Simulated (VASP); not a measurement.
# Ti (P-3m1) in VASP: single point with LDA

Aim: the single point of Ti with LDA.

Program: VASP 6.6.1. These are calculated values, not measurements. Logs are shortened: lines on timing, memory, paths and dates and some standing lists are left out, and cuts for length are marked.

## Step 1: The cell of the first run

It takes space group P-3m1 (No. 164, trigonal). The conventional cell has a = 2.919 Å, b = 2.919 Å, c = 4.713 Å, α = 90.00°, β = 90.00°, γ = 120.00°. Ti (site symmetry 3m) has 12 Ti at 2.68 to 3.12 Å within 3.5 Å.

## Step 2: Single point, LDA

INCAR reads:

```
SYSTEM = Ti
PREC     = Accurate       ! precision mode
ENCUT    = 520            ! plane-wave cutoff, eV
EDIFF    = 1E-7           ! SCF threshold, eV
ISMEAR   = 1              ! smearing method
SIGMA    = 0.05           ! smearing width, eV
LREAL    = .False.        ! projectors in reciprocal space
LASPH    = .True.         ! aspherical terms in the spheres
NELM     = 80             ! most SCF steps
ALGO     = Normal         ! electronic algorithm
ISIF     = 2              ! what is computed and relaxed
LWAVE    = .False.        ! write WAVECAR
LCHARG   = .True.         ! write CHGCAR
GGA      = CA             ! functional
LELF     = .True.         ! ELF
LVHAR    = .True.       
NBANDS   = 19             ! bands
```

KPOINTS reads:

```
regular mesh
0
Gamma
  9 9 5
  0 0 0
```

POSCAR reads:

```
Ti
1.0
    2.9194000000      0.0000000000      0.0000000000
   -1.4597000000      2.5282700000      0.0000000000
    0.0000000000      0.0000000000      4.7130000000
Ti
2
Direct
    0.6666666667      0.3333333333      0.2787400000
    0.3333333333      0.6666666667      0.7212600000
```

Potentials or basis: VASP PAW LDA potentials, release 64 (Ti_sv).

The run is started by

```sh
$ cat potpaw_LDA.64/Ti_sv/POTCAR > POTCAR
$ mpirun -np 1 vasp_std > vasp.out
```

OUTCAR:

```text
SYSTEM = Ti
   PREC = Accurate
   ENCUT = 520
   EDIFF = 1E-7
   ISMEAR = 1
   LREAL = .False.
   LASPH = .True.
   NELM = 80
   ISIF = 2
   GGA = CA

 ion  position               nearest neighbor table
   1  0.667  0.333  0.279-   2 2.68   2 2.68   2 2.68
   2  0.333  0.667  0.721-   1 2.68   1 2.68   1 2.68

  LATTYP: Found a hexagonal cell.
 ALAT       =     2.9194000000
 C/A-ratio  =     1.6143728163

  Lattice vectors:

 A1 = (   2.9194000000,   0.0000000000,   0.0000000000)
 A2 = (  -1.4597000000,   2.5282700000,   0.0000000000)
 A3 = (   0.0000000000,   0.0000000000,   4.7130000000)

Analysis of symmetry for initial positions (statically):
=====================================================================
 Subroutine PRICEL returns:
 Original cell was already a primitive cell.

 Routine SETGRP: Setting up the symmetry group for a
 hexagonal supercell.

 Subroutine GETGRP returns: Found 12 space group operations
 (whereof 12 operations were pure point group operations)
 out of a pool of 24 trial point group operations.

The static configuration has the point symmetry D_3d.

Analysis of symmetry for dynamics (positions and initial velocities):
=====================================================================
 Subroutine PRICEL returns:
 Original cell was already a primitive cell.

 Routine SETGRP: Setting up the symmetry group for a
 hexagonal supercell.

 Subroutine GETGRP returns: Found 12 space group operations
 (whereof 12 operations were pure point group operations)
 out of a pool of 24 trial point group operations.

The dynamic configuration has the point symmetry D_3d.

 Subroutine INISYM returns: Found 12 space group operations
 (whereof 12 operations are pure point group operations),
 and found     1 'primitive' translations

----------------------------------------------------------------------------------------

                                     Primitive cell

  volume of cell :      34.7868

  direct lattice vectors                    reciprocal lattice vectors
     2.919400000  0.000000000  0.000000000     0.342536138  0.197763688  0.000000000
    -1.459700000  2.528270000  0.000000000     0.000000000  0.395527376  0.000000000
     0.000000000  0.000000000  4.713000000     0.000000000  0.000000000  0.212179079

  length of vectors
     2.919400000  2.919396048  4.713000000     0.395526841  0.395527376  0.212179079

  position of ions in fractional coordinates (direct lattice)
     0.666666667  0.333333333  0.278740000
     0.333333333  0.666666667  0.721260000

  ion indices of the primitive-cell ions
[... 69 lines left out ...]
   ISPIN  =      1    spin polarized calculation?
   LNONCOLLINEAR =      F non collinear calculations
   LSORBIT =      F    spin-orbit coupling
   LASPH  =      T    aspherical Exc in radial PAW
   ENCUT  =  520.0 eV  38.22 Ry    6.18 a.u.   5.43  5.43  8.76*2*pi/ulx,y,z
   NELM   =     80;   NELMIN=  2; NELMDL= -5     # of ELM steps
   EDIFF  = 0.1E-06   stopping-criterion for ELM
   LREAL  =      F    real-space projection
   EDIFFG = 0.1E-05   stopping-criterion for IOM
   NSW    =      0    number of steps for IOM
   IBRION =     -1    ionic relax: 0-MD 1-quasi-New 2-CG
   NFREE  =      0    steps in history (QN), initial steepest desc. (CG)
   ISIF   =      2    stress and relaxation
   ISYM   =      2    0-nonsym 1-usesym 2-fastsym
   POTIM  = 0.5000    time-step for ionic-motion
   TEBEG  =    0.0;   TEEND  =   0.0 temperature during run
   PSTRESS=    0.0 pullay stress
   NELECT =      24.0000    total number of electrons
   NUPDOWN=      -1.0000    fix difference up-down
   EMIN   =  10.00;   EMAX   =-10.00  energy-range for DOS
   EFERMI =   0.00;   METHOD = LEGACY
   ISMEAR =     1;   SIGMA  =   0.05  broadening in eV -4-tet -1-fermi 0-gaus
   EFERMI_NEDOS =   21; number of points for ismear=-14 and -15
   IALGO  =     38    algorithm
   IMIX   =      4    mixing-type and parameters
     AMIX     =   0.40;   BMIX     =  1.00
     AMIX_MAG =   1.60;   BMIX_MAG =  1.00
  volume/ion in A,a.u.               =      17.39       117.38
  Fermi-wavevector in a.u.,A,eV,Ry     =   1.446573  2.733627 28.471198  2.092574
  Thomas-Fermi vector in A             =   2.564626
   LORBIT       =      0    0 simple, 1 ext, 2 COOP (PROOUT), +10 PAW based schemes
   GGA     = CA    functional components
   LHFCALC =     F    Hartree Fock is set to
   AEXX    =    0.0000 exact exchange contribution
   IVDW    =     0    specifies the selected vdW correction
   LEPSILON=     F    determine dielectric tensor
   LRPA    =     F    only Hartree local field effects (RPA)
 non-spin polarized calculation
 Methfessel and Paxton  Order N= 1 SIGMA  =   0.05
  energy-cutoff  :      520.00
  volume of cell :       34.79
 maximum number of plane-waves:       960
 NGX is ok and might be reduce to    24
   NGX = 11   NGY = 11   NGZ = 17

 number of electron      23.9999993 magnetization

 Free energy of the ion-electron system (eV)
  ---------------------------------------------------
  ext. energy  EPLUGINS =         0.00000000
  ---------------------------------------------------
  free energy    TOTEN  =       -16.90857601 eV

  energy without entropy =      -16.90891813  energy(sigma->0) =      -16.90869005

 E-fermi :   8.1489     XC(G=0): -11.7440

 val. band max:        8.1034946397   @ k =   0.1111   0.1111   0.0000
 cond. band min:       8.1576490319   @ k =   0.2222   0.2222   0.0000
 fundamental gap:      0.0541543922
 Fermi energy:         8.1489191361

 k-point     1 :       0.0000    0.0000    0.0000
  band No.  band energies     occupation
      1     -48.1160      2.00000
      2     -47.9279      2.00000
      3     -25.1337      2.00000
      4     -24.4085      2.00000
      5     -24.4084      2.00000
      6     -24.3304      2.00000
[... 505 lines left out ...]
      6     -24.4762      2.00000
[... 11 lines left out ...]
     18      10.9046      0.00000
     19      11.5238      0.00000

 [... further k-points ...]
[... 5 lines left out ...]
  --------------------------------------------------------------------------------------
  -------------------------------------------------------------------------------------
  Total       -1.2629444     -1.2629399     -1.0769453     -0.0000000      0.0000000      0.0000000
  in kB      -58.1674907    -58.1672807    -49.6009221     -0.0000000      0.0000000      0.0000000
  external PRESSURE =     -55.3118978 kB  Pullay stress =       0.0000000 kB

 VOLUME and BASIS-vectors are now :
 -----------------------------------------------------------------------------
  energy-cutoff  :      520.00
  volume of cell :       34.79
      direct lattice vectors                 reciprocal lattice vectors
     2.919400000  0.000000000  0.000000000     0.342536138  0.197763688  0.000000000
    -1.459700000  2.528270000  0.000000000     0.000000000  0.395527376  0.000000000
     0.000000000  0.000000000  4.713000000     0.000000000  0.000000000  0.212179079

 POSITION                                       TOTAL-FORCE (eV/Angst)
 -----------------------------------------------------------------------------------
      1.45970      0.84276      1.31370         0.000000     -0.000000     -1.133971
     -0.00000      1.68551      3.39930        -0.000000      0.000000      1.133971
 -----------------------------------------------------------------------------------
    total drift:                               -0.000000      0.000000      0.000000

  FREE ENERGIE OF THE ION-ELECTRON SYSTEM (eV)
  ---------------------------------------------------
  free  energy   TOTEN  =       -16.9085760136 eV

  energy  without entropy=      -16.9089181295  energy(sigma->0) =      -16.90869005
```

Run time: 11 s. Hardware: 1 thread of Intel Xeon 6975P-C (Granite Rapids), shared host; peak memory 0.15 GiB.

Results:

```
Free energy            : -16.9086 eV
Pressure               : -5.5 GPa
Largest force          : 1.134 eV/Å
Band gap on the k mesh : zero (band 12 reaches 8.71 eV, above the bottom of band 13 at 7.83 eV)
```

Forces in eV/Å, atoms in the order of the input:
```
Ti   0.000  0.000 -1.134
Ti   0.000  0.000  1.134
```

Stress tensor (GPa, compression positive):
```
-5.82  0.00  0.00
 0.00 -5.82  0.00
 0.00  0.00 -4.96
```

Levels at points of the mesh, in eV from the Fermi level:
```
           k point  band 10  band 11  band 12  band 13  band 14  band 15
(0.00, 0.00, 0.00)    -2.87     0.12     0.56     0.56     0.84     0.84
```

Caveat: forces of over 1 eV/Å act on the atoms, so gaps and moduli don't describe the material at rest.
